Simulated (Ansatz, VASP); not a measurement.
## B3C in VASP and in Ansatz

```
CELL_PARAMETERS angstrom
-1.25345 1.25345 4.82202
1.25345 -1.25345 4.82202
1.25345 1.25345 -4.82202
ATOMIC_POSITIONS crystal
B 0.50000 0.50000 0.00000
B 0.25000 0.75000 0.50000
B 0.75000 0.25000 0.50000
C 0.00000 0.00000 0.00000
```

Alike in both runs: functional PBE; k mesh 8 × 8 × 8; occupations gaussian, width 0.1 eV; no spin polarisation.

Ansatz relaxed the structure, and its values are those at the end. VASP's run is a single point on that final structure, the one shown.

```csv
,VASP,Ansatz
version,VASP 6.6.1,Ansatz 0.2.0
potentials or method,"VASP PAW PBE potentials, release 64 (B, C), cutoff 520 eV","scalar-relativistic, plane waves, PAW"
valence electrons in the cell,13,13
```

Ansatz gave:

```
gap on the k mesh at the Fermi level (eV) : none
pressure (GPa)                            : 0.0
```

**Question.** What did VASP give for the same quantities?

**Answer.** gap on the k mesh at the Fermi level (eV): none; pressure (GPa): 0.1.

A gap of «none» marks a metal or a gap that the smearing closes.

The k mesh is coarse, so the values compare programs but aren't converged.
